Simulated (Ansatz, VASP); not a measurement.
**Te2Mo: VASP beside Ansatz**

```
Te Mo
1.0
     3.47289    0.00000    0.00000
    -1.73644    3.00761    0.00000
     0.00000    0.00000   13.76868
Te Mo
4 2
Direct
  0.33333 0.66667 0.61954
  0.66667 0.33333 0.11954
  0.66667 0.33333 0.38046
  0.33333 0.66667 0.88046
  0.33333 0.66667 0.25000
  0.66667 0.33333 0.75000
```

Alike in both runs: task single point; functional LDA; k mesh 12 × 12 × 2; occupations gaussian, width 0.02 eV; no spin polarisation.

|  | VASP | Ansatz |
| --- | --- | --- |
| version | VASP 6.6.1 | Ansatz 0.2.0 |
| potentials or method | VASP PAW LDA potentials, release 64 (Te, Mo_sv), cutoff 520 eV | scalar-relativistic, plane waves, PAW |
| valence electrons in the cell | 52 | 92 |

Ansatz gave:

* gap on the k mesh at the Fermi level (eV): 0.70
* least direct gap on the mesh (eV): 1.10
* pressure (GPa): 0.0
* traceless stress, the component that is largest in VASP (GPa): 0.00
* rms of the force components (eV/Å): 0.002

Estimate VASP's values.

gap on the k mesh at the Fermi level (eV): 0.68; least direct gap on the mesh (eV): 1.10; pressure (GPa): 0.3; traceless stress, the component that is largest in VASP (GPa): 0.12; rms of the force components (eV/Å): 0.026.

LDA's correlation is that of Perdew and Zunger in VASP and of Perdew and Wang (1992) in Ansatz. Atom by atom the forces differ by 0.027 eV/Å (rms over components). VASP's potentials hold 52 valence electrons a cell and Ansatz's 92, so a difference there can come from the potentials and not from the codes.

Spin-orbit coupling is off throughout.
